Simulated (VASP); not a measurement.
# CoO (P1) in VASP: single point with PBE

Aim: the single point of CoO with PBE.

Everything below comes from runs of VASP 6.6.1. Logs are shortened: lines on timing, memory, paths and dates and some standing lists are left out, and cuts for length are marked.

**1. The cell of the first run**

The typed cell holds 8 atoms: a = 4.421 Å, b = 4.421 Å, c = 4.421 Å, α = 90.00°, β = 90.00°, γ = 90.00°.

**2. Single point, PBE, collinear spin, ferromagnetic start**

Input file INCAR:

```
SYSTEM = CoO
  ALGO = Normal
  EDIFF = 1E-6
  ENCUT = 600
  GGA = PE
  GGA_COMPAT = .FALSE.
  ISIF = 2
  ISMEAR = -1
  ISPIN = 2
  ISYM = 0
  LASPH = .TRUE.
  LCHARG = .FALSE.
  LMAXMIX = 4
  LORBIT = 11
  LREAL = .FALSE.
  LWAVE = .FALSE.
  MAGMOM = 2.72 2.71 2.71 2.71 0.26 0.26 0.26 0.26
  NBANDS = 44
  NELM = 200
  PREC = Accurate
  SIGMA = 0.1
```

Input file KPOINTS:

```
k-points
0
G
  2 2 2
  0 0 0
```

Input file POSCAR:

```
CoO
1.0
    4.4206900820      0.0000000000      0.0000000000
    0.0000000000      4.4206900820      0.0000000000
    0.0000000000      0.0000000000      4.4206900820
Co O
4 4
Direct
   -0.0053905560      0.0044773570      0.0021243880
   -0.0053309660      0.5010792800      0.5057711230
    0.5044540350     -0.0035904340      0.4970670980
    0.5008512630      0.5027766860     -0.0051796920
    0.4971854150     -0.0059777370      0.0057154680
    0.5040213070      0.5055675320      0.4945159150
    0.0040959390      0.0008173910      0.4999380040
   -0.0029084550      0.4984331130     -0.0039765370
```

Potentials or basis: VASP PAW PBE potentials, release 64 (Co, O).

On the command line:

```sh
$ cat potpaw_PBE.64/Co/POTCAR potpaw_PBE.64/O/POTCAR > POTCAR
$ mpirun -np 1 vasp_std > vasp.out
```

OUTCAR:

```text
SYSTEM = CoO
   EDIFF = 1E-6
   ENCUT = 600
   GGA = PE
   ISIF = 2
   ISMEAR = -1
   ISPIN = 2
   ISYM = 0
   LASPH = .TRUE.
   LORBIT = 11
   LREAL = .FALSE.
   NELM = 200
   PREC = Accurate

 ion  position               nearest neighbor table
   1  0.995  0.004  0.002-   8 2.18   5 2.20   7 2.20   7 2.22   5 2.22   8 2.24   3 3.08   4 3.10
                             2 3.10   3 3.11   4 3.11
   2  0.995  0.501  0.506-   8 2.17   6 2.17   7 2.21   7 2.21   6 2.25   8 2.25   4 3.07   3 3.08
                             1 3.10   3 3.11   4 3.11
   3  0.504  0.996  0.497-   6 2.17   5 2.17   7 2.21   7 2.21   5 2.25   6 2.25   1 3.08   2 3.08
                             4 3.10   2 3.11   1 3.11   4 3.11
   4  0.501  0.503  0.995-   5 2.17   8 2.19   6 2.21   6 2.21   8 2.23   5 2.25   2 3.07   3 3.10
                             1 3.10   2 3.11   1 3.11   3 3.11
   5  0.497  0.994  0.006-   4 2.17   3 2.17   1 2.20   1 2.22   3 2.25   4 2.25
   6  0.504  0.506  0.495-   2 2.17   3 2.17   4 2.21   4 2.21   3 2.25   2 2.25
   7  0.004  0.001  0.500-   1 2.20   3 2.21   2 2.21   2 2.21   3 2.21   1 2.22
   8  0.997  0.498  0.996-   2 2.17   1 2.18   4 2.19   4 2.23   1 2.24   2 2.25

IMPORTANT INFORMATION: All symmetrisations will be switched off!
NOSYMM: (Re-)initialisation of all symmetry stuff for point group C_1.

----------------------------------------------------------------------------------------

                                     Primitive cell

  volume of cell :      86.3913

  direct lattice vectors                    reciprocal lattice vectors
     4.420690082  0.000000000  0.000000000     0.226209027  0.000000000  0.000000000
     0.000000000  4.420690082  0.000000000     0.000000000  0.226209027  0.000000000
     0.000000000  0.000000000  4.420690082     0.000000000  0.000000000  0.226209027

  length of vectors
     4.420690082  4.420690082  4.420690082     0.226209027  0.226209027  0.226209027

  position of ions in fractional coordinates (direct lattice)
     0.994609444  0.004477357  0.002124388
     0.994669034  0.501079280  0.505771123
     0.504454035  0.996409566  0.497067098
     0.500851263  0.502776686  0.994820308
     0.497185415  0.994022263  0.005715468
     0.504021307  0.505567532  0.494515915
     0.004095939  0.000817391  0.499938004
     0.997091545  0.498433113  0.996023463

  ion indices of the primitive-cell ions
   primitive index   ion index
                 1           1
                 2           2
                 3           3
                 4           4
                 5           5
                 6           6
                 7           7
                 8           8

----------------------------------------------------------------------------------------

 KPOINTS: k-points

Automatic generation of k-mesh.
 Grid dimensions read from file:
 generate k-points for:    2    2    2

 Generating k-lattice:

  Cartesian coordinates                     Fractional coordinates (reciprocal lattice)
     0.113104513  0.000000000  0.000000000     0.500000000  0.000000000  0.000000000
     0.000000000  0.113104513  0.000000000     0.000000000  0.500000000  0.000000000
     0.000000000  0.000000000  0.113104513     0.000000000  0.000000000  0.500000000

  Length of vectors
     0.113104513  0.113104513  0.113104513

  Shift w.r.t. Gamma in fractional coordinates (k-lattice)
     0.000000000  0.000000000  0.000000000

 Subroutine IBZKPT returns following result:
 ===========================================

 Found      8 irreducible k-points:

 Following reciprocal coordinates:
            Coordinates               Weight
  0.000000  0.000000  0.000000      1.000000
  0.500000  0.000000  0.000000      1.000000
  0.000000  0.500000  0.000000      1.000000
  0.000000  0.000000  0.500000      1.000000
  0.500000  0.500000  0.000000      1.000000
  0.000000  0.500000  0.500000      1.000000
  0.500000  0.000000  0.500000      1.000000
  0.500000  0.500000  0.500000      1.000000
   k-points           NKPTS =      8   k-points in BZ     NKDIM =      8   number of bands    NBANDS=     44
   number of dos      NEDOS =    301   number of ions     NIONS =      8
   total plane-waves  NPLWV =  46656
   dimension x,y,z NGX =    36 NGY =   36 NGZ =   36
   dimension x,y,z NGXF=    72 NGYF=   72 NGZF=   72
   ions per type =               4   4
   NGX,Y,Z   is equivalent  to a cutoff of  13.54, 13.54, 13.54 a.u.
   NGXF,Y,Z  is equivalent  to a cutoff of  27.08, 27.08, 27.08 a.u.
 SYSTEM =  CoO
   PREC   = accura    normal or accurate (medium, high low for compatibility)
   ISTART =      0    job   : 0-new  1-cont  2-samecut
   ICHARG =      2    charge: 1-file 2-atom 10-const
   ISPIN  =      2    spin polarized calculation?
   LNONCOLLINEAR =      F non collinear calculations
   LSORBIT =      F    spin-orbit coupling
   LASPH  =      T    aspherical Exc in radial PAW
   ENCUT  =  600.0 eV  44.10 Ry    6.64 a.u.   8.83  8.83  8.83*2*pi/ulx,y,z
   NELM   =    200;   NELMIN=  2; NELMDL= -5     # of ELM steps
   EDIFF  = 0.1E-05   stopping-criterion for ELM
   LREAL  =      F    real-space projection
   EDIFFG = 0.1E-04   stopping-criterion for IOM
   NSW    =      0    number of steps for IOM
   IBRION =     -1    ionic relax: 0-MD 1-quasi-New 2-CG
   NFREE  =      0    steps in history (QN), initial steepest desc. (CG)
   ISIF   =      2    stress and relaxation
   ISYM   =      0    0-nonsym 1-usesym 2-fastsym
   POTIM  = 0.5000    time-step for ionic-motion
   TEBEG  =    0.0;   TEEND  =   0.0 temperature during run
   PSTRESS=    0.0 pullay stress
   NELECT =      60.0000    total number of electrons
   NUPDOWN=      -1.0000    fix difference up-down
   EMIN   =  10.00;   EMAX   =-10.00  energy-range for DOS
   EFERMI =   0.00;   METHOD = LEGACY
   ISMEAR =    -1;   SIGMA  =   0.10  broadening in eV -4-tet -1-fermi 0-gaus
   EFERMI_NEDOS =   21; number of points for ismear=-14 and -15
   IALGO  =     38    algorithm
   IMIX   =      4    mixing-type and parameters
     AMIX     =   0.40;   BMIX     =  1.00
     AMIX_MAG =   1.60;   BMIX_MAG =  1.00
  volume/ion in A,a.u.               =      10.80        72.87
  Fermi-wavevector in a.u.,A,eV,Ry     =   1.449779  2.739685 28.597535  2.101860
  Thomas-Fermi vector in A             =   2.567467
   LORBIT       =     11    0 simple, 1 ext, 2 COOP (PROOUT), +10 PAW based schemes
   GGA     = PE    functional components
   LHFCALC =     F    Hartree Fock is set to
   AEXX    =    0.0000 exact exchange contribution
   IVDW    =     0    specifies the selected vdW correction
   LEPSILON=     F    determine dielectric tensor
   LRPA    =     F    only Hartree local field effects (RPA)
 spin polarized calculation
  energy-cutoff  :      600.00
  volume of cell :       86.39
 maximum number of plane-waves:      2897
 NGX is ok and might be reduce to    36
   NGX = 17   NGY = 17   NGZ = 17

 number of electron      60.0000001 magnetization       9.9885470

 number of electron      60.0000001 magnetization      10.0652300

 Free energy of the ion-electron system (eV)
  ---------------------------------------------------
  ext. energy  EPLUGINS =         0.00000000
  ---------------------------------------------------
  free energy    TOTEN  =       -51.42648651 eV

  energy without entropy =      -50.76140259  energy(sigma->0) =      -51.09394455

 E-fermi :   6.4351     XC(G=0): -11.7744

 val. band max:        6.4350379079   @ k =   0.5000   0.5000   0.0000
 cond. band min:       6.4354401595   @ k =   0.5000   0.0000   0.5000
 fundamental gap:      0.0004022515
 Fermi energy:         6.4351382335

 spin component 1

 k-point     1 :       0.0000    0.0000    0.0000
  band No.  band energies     occupation
      1     -12.7876      1.00000
      2     -11.7788      1.00000
      3     -11.7763      1.00000
      4     -11.7707      1.00000
      5       0.5226      1.00000
      6       0.5235      1.00000
[... 34 lines left out ...]
     41      15.6167      0.00000
     42      15.6229      0.00000
[... 273 lines left out ...]
      1     -11.8185      1.00000
      2     -11.8159      1.00000
      3     -11.8135      1.00000
      4     -11.8065      1.00000
      5      -0.6954      1.00000
      6      -0.6936      1.00000
[... 34 lines left out ...]
     41      14.8164      0.00000
     42      14.8229      0.00000
 Fermi energy:         6.4351382335

 spin component 2

 k-point     1 :       0.0000    0.0000    0.0000
  band No.  band energies     occupation
      1     -12.5454      1.00000
      2     -11.5097      1.00000
      3     -11.5053      1.00000
      4     -11.4980      1.00000
      5       0.7495      1.00000
      6       0.7512      1.00000
[... 34 lines left out ...]
     41      15.9083      0.00000
     42      15.9166      0.00000
[... 273 lines left out ...]
      1     -11.5818      1.00000
      2     -11.5752      1.00000
      3     -11.5698      1.00000
      4     -11.5637      1.00000
      5      -0.3066      1.00000
      6      -0.3052      1.00000
[... 34 lines left out ...]
     41      15.4035      0.00000
     42      15.4097      0.00000
 [bands above 42 left out]

------------------------ aborting loop because EDIFF is reached ----------------------------------------

  FORCE on cell =-STRESS in cart. coord.  units (eV):
  Direction    XX          YY          ZZ          XY          YZ          ZX
  --------------------------------------------------------------------------------------
  -------------------------------------------------------------------------------------
  Total       -9.8327771     -9.7982923     -9.8342660      0.0080197     -0.0052385      0.0217851
  in kB     -182.3545349   -181.7149940   -182.3821483      0.1487304     -0.0971504      0.4040180
  external PRESSURE =    -182.1505590 kB  Pullay stress =       0.0000000 kB

 VOLUME and BASIS-vectors are now :
 -----------------------------------------------------------------------------
  energy-cutoff  :      600.00
  volume of cell :       86.39
      direct lattice vectors                 reciprocal lattice vectors
     4.420690082  0.000000000  0.000000000     0.226209027  0.000000000  0.000000000
     0.000000000  4.420690082  0.000000000     0.000000000  0.226209027  0.000000000
     0.000000000  0.000000000  4.420690082     0.000000000  0.000000000  0.226209027

 POSITION                                       TOTAL-FORCE (eV/Angst)
 -----------------------------------------------------------------------------------
      4.39686      0.01979      0.00939         0.006611      0.019174      0.010410
      4.39712      2.21512      2.23586         0.001384     -0.003682      0.016077
      2.23003      4.40482      2.19738        -0.016381     -0.002889     -0.015501
      2.21411      2.22262      4.39779        -0.013851      0.003441      0.000707
      2.19790      4.39426      0.02527         0.027234      0.051867     -0.056892
      2.22812      2.23496      2.18610        -0.021237     -0.057454      0.043740
      0.01811      0.00361      2.21007        -0.015078      0.008666      0.003362
      4.40783      2.20342      4.40311         0.031318     -0.019123     -0.001902
 -----------------------------------------------------------------------------------
    total drift:                               -0.000022     -0.000272     -0.000304

  FREE ENERGIE OF THE ION-ELECTRON SYSTEM (eV)
  ---------------------------------------------------
  free  energy   TOTEN  =       -51.4264865142 eV

  energy  without entropy=      -50.7614025935  energy(sigma->0) =      -51.09394455

 total charge

# of ion       s       p       d       tot
------------------------------------------
    1        0.258   0.291   7.108   7.656
    2        0.259   0.292   7.106   7.656
    3        0.258   0.292   7.109   7.659
    4        0.258   0.291   7.108   7.657
    5        1.552   3.366   0.000   4.919
    6        1.552   3.366   0.000   4.918
    7        1.552   3.366   0.000   4.918
    8        1.552   3.367   0.000   4.919
--------------------------------------------------
tot          7.241  14.632  28.430  50.303

 magnetization (x)

# of ion       s       p       d       tot
------------------------------------------
    1        0.034   0.007   2.314   2.356
    2        0.034   0.007   2.313   2.354
    3        0.034   0.007   2.279   2.320
    4        0.034   0.007   2.297   2.338
    5        0.024   0.101   0.000   0.125
    6        0.024   0.100   0.000   0.124
    7        0.024   0.104   0.000   0.128
    8        0.024   0.106   0.000   0.130
--------------------------------------------------
tot          0.231   0.440   9.203   9.874
```

Run time: 4.9 min. Hardware: 1 thread of Intel Xeon 8259CL, shared host; peak memory 0.27 GiB.

Results:

```
Free energy                                           : -51.4265 eV
Pressure                                              : -18.2 GPa
Largest force                                         : 0.082 eV/Å
Net moment                                            : 10.07 μB per cell
Site moments                                          : Co +2.36, +2.35, +2.32, +2.34; O +0.12, +0.13 (each value once) μB
Valence electrons inside the program's atomic spheres : Co 7.66; O 4.92
```

Forces on the atoms (eV/Å):
```
Co   0.007  0.019  0.010
Co   0.001 -0.004  0.016
Co  -0.016 -0.003 -0.016
Co  -0.014  0.003  0.001
O    0.027  0.052 -0.057
O   -0.021 -0.057  0.044
O   -0.015  0.009  0.003
O    0.031 -0.019 -0.002
```

Caveat: the k points lie up to 0.71 Å⁻¹ apart; semilocal functionals often make such compounds metallic where correlation or magnetic order opens a gap, which also shifts bond lengths.
